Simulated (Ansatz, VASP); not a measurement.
**One calculation of In3As, two programs**

The input INCAR:

```
  PREC = Accurate
  ENCUT = 600
  EDIFF = 1E-6
  ISMEAR = 0
  SIGMA = 0.1
  LREAL = False
  LASPH = True
  NELM = 100
  ALGO = Normal
  ISIF = 3
  LWAVE = False
  LCHARG = False
  GGA = PE
  IBRION = 2
  NSW = 90
  EDIFFG = -0.04
```

KPOINTS

```
regular mesh
0
Gamma
  6 6 4
```

File POSCAR:

```
In3As
1.0
    4.2562115500      0.0000000000      0.0000000000
   -2.1281057800      3.6859873300      0.0000000000
    0.0000000000      0.0000000000      7.1768623500
In As
3 1
Direct
    0.3333333300      0.6666666700      0.7653372200
    0.6666666700      0.3333333300      0.7653372200
    0.0000000000      0.0000000000      0.7526654100
    0.0000000000      0.0000000000      0.0252831100
```

Input for Ansatz:

```yaml
crystal:
  lattice:
    - [4.25621155, 0.0, 0.0]
    - [-2.12810578, 3.68598733, 0.0]
    - [0.0, 0.0, 7.17686235]
  atoms:
    - { symbol: In, position: [0.33333333, 0.66666667, 0.76533722] }
    - { symbol: In, position: [0.66666667, 0.33333333, 0.76533722] }
    - { symbol: In, position: [0.0, 0.0, 0.75266541] }
    - { symbol: As, position: [0.0, 0.0, 0.02528311] }
basis:
  ecutwfc: 420
kpoints:
  mp_grid: { grid: [6, 6, 4] }
hamiltonian:
  xc: pbe
scf:
  occupations: { method: gaussian, width: 0.1 }
  lower_state_search: "off"
output:
  forces: true
  stress: true
  eigenvalues: true
relax:
  adjacent_minimum: "off"
  f_tol: 0.04
  max_steps: 70
  cell: { stress_tol: 0.4 }
```

Alike in both runs: task relaxation of cell and atoms; functional PBE; k mesh 6 × 6 × 4; occupations gaussian, width 0.1 eV; no spin polarisation.

|  | VASP | Ansatz |
| --- | --- | --- |
| version | VASP 6.6.1 | Ansatz 0.2.0 |
| potentials or method | VASP PAW PBE potentials, release 64 (In_d, As), cutoff 600 eV | scalar-relativistic, plane waves, PAW |
| valence electrons in the cell | 44 | 54 |

Ansatz gave:

```
gap on the k mesh at the Fermi level, each at its own relaxed structure (eV)  : none
relaxed volume (Å³/atom)                                                      : 33.64
relaxed length of the cell vector where the two differ most in proportion (Å) : 5.771
```

Task: Estimate VASP's values.

Result: gap on the k mesh at the Fermi level, each at its own relaxed structure (eV): none; relaxed volume (Å³/atom): 33.65; relaxed length of the cell vector where the two differ most in proportion (Å): 5.791.

A gap of «none» marks a metal or a gap that the smearing closes. VASP's potentials hold 44 valence electrons a cell and Ansatz's 54, so a difference there can come from the potentials and not from the codes.

Noted on VASP's run: the volume moved by over 15 % at a fixed basis, so the end points are rough.
